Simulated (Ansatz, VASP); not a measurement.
# Two plane-wave programs on CsBr

Contents of POSCAR:

```
CsBr
1.0
    4.3196004938      0.0000000000      0.0000000000
    0.0000000000      4.3196004938      0.0000000000
    0.0000000000      0.0000000000      4.3196004938
Cs Br
1 1
Direct
    0.0000000000      0.0000000000      0.0000000000
    0.5000000000      0.5000000000      0.5000000000
```

The input INCAR.step1:

```
SYSTEM = CsBr
PREC     = Accurate       ! precision mode
ENCUT    = 550            ! plane-wave cutoff, eV
ISMEAR   = 0              ! smearing method
SIGMA    = 0.01           ! smearing width, eV
LREAL    = .FALSE.        ! projectors in reciprocal space
LASPH    = .TRUE.         ! aspherical terms in the spheres
NELM     = 120            ! most SCF steps
NBANDS   = 15             ! bands
GGA      = PE             ! functional
ALGO     = Normal         ! electronic algorithm
EDIFF    = 1E-5           ! SCF threshold, eV
LWAVE    = .TRUE.         ! write WAVECAR
LCHARG   = .FALSE.        ! write CHGCAR
GGA_COMPAT= .FALSE.
```

Contents of INCAR.step2:

```
SYSTEM = CsBr
PREC     = Accurate       ! precision mode
ENCUT    = 550            ! plane-wave cutoff, eV
EDIFF    = 1E-6           ! SCF threshold, eV
ISMEAR   = 0              ! smearing method
SIGMA    = 0.01           ! smearing width, eV
LREAL    = .FALSE.        ! projectors in reciprocal space
LASPH    = .TRUE.         ! aspherical terms in the spheres
NELM     = 120            ! most SCF steps
ALGO     = Normal         ! electronic algorithm
ISIF     = 2              ! what is computed and relaxed
LWAVE    = .FALSE.        ! write WAVECAR
LCHARG   = .FALSE.        ! write CHGCAR
METAGGA  = R2SCAN         ! meta-GGA
LMIXTAU  = .TRUE.       
NBANDS   = 15             ! bands
ISTART   = 1            
GGA_COMPAT= .FALSE.
```

The input KPOINTS:

```
Automatic mesh
0
G
  4 4 4
  0 0 0
```

Input for Ansatz:

```yaml
crystal:
  lattice:
    - [4.3196004938, 0.0, 0.0]
    - [0.0, 4.3196004938, 0.0]
    - [0.0, 0.0, 4.3196004938]
  atoms:
    - { symbol: Cs, position: [0.0, 0.0, 0.0] }
    - { symbol: Br, position: [0.5, 0.5, 0.5] }
kpoints:
  mp_grid: { grid: [4, 4, 4] }
hamiltonian:
  xc: r2scan
scf:
  occupations: { method: fixed }
  n_extra_bands: 4
output:
  forces: true
  stress: true
  eigenvalues: true
```

Alike in both runs: task single point; functional r2SCAN; k mesh 4 × 4 × 4; no spin polarisation.

```csv
,VASP,Ansatz
version,VASP 6.6.1,Ansatz 0.2.0
potentials or method,"VASP PAW PBE potentials, release 64 (Cs_sv, Br)",plane waves
plane-wave cutoff (eV),550,500
occupations,"gaussian, width 0.01 eV",fixed
valence electrons in the cell,16,16
```

|  | VASP | Ansatz | Ansatz less VASP |
| --- | --- | --- | --- |
| gap on the k mesh at the Fermi level (eV) | 5.18 | 5.20 | +0.017 |
| pressure (GPa) | 0.1 | 0.0 | -0.05 |

VASP's potentials were made for PBE, not for r2SCAN.

Spin-orbit coupling is off throughout.
